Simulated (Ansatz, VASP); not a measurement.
Given: the input of a run of VASP 6.6.1 on MnO2.

File INCAR:

```
PREC     = Accurate       # precision mode
ENCUT    = 600            # plane-wave cutoff, eV
EDIFF    = 1E-6           # SCF threshold, eV
ISMEAR   = -1             # smearing method
SIGMA    = 0.05           # smearing width, eV
LREAL    = False          # projectors in reciprocal space
LASPH    = True           # aspherical terms in the spheres
NELM     = 150            # most SCF steps
ALGO     = Normal         # electronic algorithm
ISIF     = 3              # what is computed and relaxed
LWAVE    = False          # write WAVECAR
LCHARG   = False          # write CHGCAR
ISPIN    = 2              # spin polarisation
MAGMOM   = 4 0 0          # initial moments
LORBIT   = 11             # projections on sites
LMAXMIX  = 4              # l up to which the mixer works
GGA      = PS             # functional
IBRION   = 2              # ionic algorithm
NSW      = 80             # ionic steps
EDIFFG   = -0.01          # ionic threshold
```

File KPOINTS:

```
Automatic mesh
0
Gamma
  11 11 6
```

POSCAR

```
MnO2
1.0
    2.8565781804      0.0000000000      0.0000000000
   -1.4282890902      2.4738692722      0.0000000000
    0.0000000000      0.0000000000      4.6013740589
Mn O
1 2
Direct
    0.0000000000      0.0000000000      0.5000000000
    0.3333333333      0.6666666667      0.7062925700
    0.6666666667      0.3333333333      0.2937074300
```

Potentials or basis: VASP PAW PBE potentials, release 64 (Mn_pv, O).

The run is started by

```console
$ cat potpaw_PBE.64/Mn_pv/POTCAR potpaw_PBE.64/O/POTCAR > POTCAR
$ mpirun -np 1 vasp_std > vasp.out
```

Q: Translate it to Ansatz 0.2.0. Potentials there: all-electron LAPW, scalar-relativistic.

A: As run (the cutoff follows the program's own potentials):

The input input.yaml:

```yaml
crystal:
  lattice:
    - [2.8565781804, 0.0, 0.0]
    - [-1.4282890902, 2.4738692722, 0.0]
    - [0.0, 0.0, 4.6013740589]
  atoms:
    - { symbol: Mn, position: [0.0, 0.0, 0.5], spin: 4.0 }
    - { symbol: O, position: [0.3333333333, 0.6666666667, 0.70629257] }
    - { symbol: O, position: [0.6666666667, 0.3333333333, 0.29370743] }
kpoints:
  mp_grid: { grid: [11, 11, 6] }
scf:
  occupations: { method: fermi_dirac, width: 0.05 }
hamiltonian:
  xc: pbesol
  pseudopotentials: { kind: all_electron, lapw: { basis_error: 0.002 } }
magnetization:
  spin_polarized: true
output:
  forces: true
  stress: true
relax:
  f_tol: 0.01
  max_steps: 60
  cell: {}
```

Potentials or basis: all-electron LAPW, scalar-relativistic.

Run with:

```sh
$ ansatz run input.yaml --threads 4 --pin off --max-ram 12288MiB --backend cpu --events-out ev --progress --plain --runs-dir out
```

Both were run:

|  | VASP | Ansatz | Ansatz less VASP |
| --- | --- | --- | --- |
| gap on the k mesh at the Fermi level, each at its own relaxed structure (eV) | 0.71 | 0.80 | +0.083 |
| net moment per atom (μB) | 1.00 | 1.00 | 0.000 |
| size of the moment on the site where the two differ most (μB) | 2.83 | 2.68 | -0.147 |
| relaxed volume (Å³/atom) | 11.22 | 11.95 | +0.738 |
| relaxed cell length with the largest relative difference (Å) | 4.798 | 5.133 | +0.3347 |

VASP's potentials were made for PBE, not for PBEsol. Site moments also hang on the region over which each program counts them. One of these differences is far larger than is usual between the two programs; its cause wasn't traced. Ansatz ran all-electron here, and VASP with PAW potentials.
